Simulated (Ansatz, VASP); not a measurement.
**AlCu3: VASP beside Ansatz**

INCAR

```
PREC = Accurate
ENCUT = 520
EDIFF = 1E-7
ISMEAR = -1
SIGMA = 0.05
LREAL = False
LASPH = True
NELM = 60
ALGO = Normal
ISIF = 2
LWAVE = False
LCHARG = True
GGA = PS
LELF = True
LVHAR = True
NBANDS = 26
```

KPOINTS

```
regular mesh
0
Gamma
  6 6 6
```

POSCAR

```
AlCu3
1.0
    3.6852427128      0.0000000000      0.0000000000
    0.0000000000      3.6852427128      0.0000000000
    0.0000000000      0.0000000000      3.6852427128
Al Cu
1 3
Direct
    0.0000000000      0.0000000000      0.0000000000
    0.5000000000      0.5000000000      0.0000000000
    0.5000000000      0.0000000000      0.5000000000
    0.0000000000      0.5000000000      0.5000000000
```

Input for Ansatz:

```yaml
crystal:
  lattice:
    - [3.6852427127892247, 0.0, 0.0]
    - [0.0, 3.6852427127892247, 0.0]
    - [0.0, 0.0, 3.6852427127892247]
  atoms:
    - { symbol: Al, position: [0.0, 0.0, 0.0] }
    - { symbol: Cu, position: [0.5, 0.5, 0.0] }
    - { symbol: Cu, position: [0.5, 0.0, 0.5] }
    - { symbol: Cu, position: [0.0, 0.5, 0.5] }
basis:
  ecutwfc: 500.0
kpoints:
  mp_grid:
    grid: [6, 6, 6]
hamiltonian:
  xc: pbesol
  pseudopotentials:
    kind: paw
scf:
  occupations:
    method: fermi_dirac
    width: 0.05
output:
  stress: true
```

Alike in both runs: task single point; functional PBEsol; k mesh 6 × 6 × 6; occupations fermi-dirac, width 0.05 eV; no spin polarisation.

```csv
,VASP,Ansatz
version,VASP 6.6.1,Ansatz 0.2.0
potentials or method,"VASP PAW PBE potentials, release 64 (Al, Cu), cutoff 520 eV","plane waves, PAW"
valence electrons in the cell,36,60
```

|  | VASP | Ansatz | Ansatz less VASP |
| --- | --- | --- | --- |
| pressure (GPa) | -5.5 | -6.1 | -0.53 |

VASP's potentials were made for PBE, not for PBEsol. VASP's potentials hold 36 valence electrons a cell and Ansatz's 60, so a difference there can come from the potentials and not from the codes.
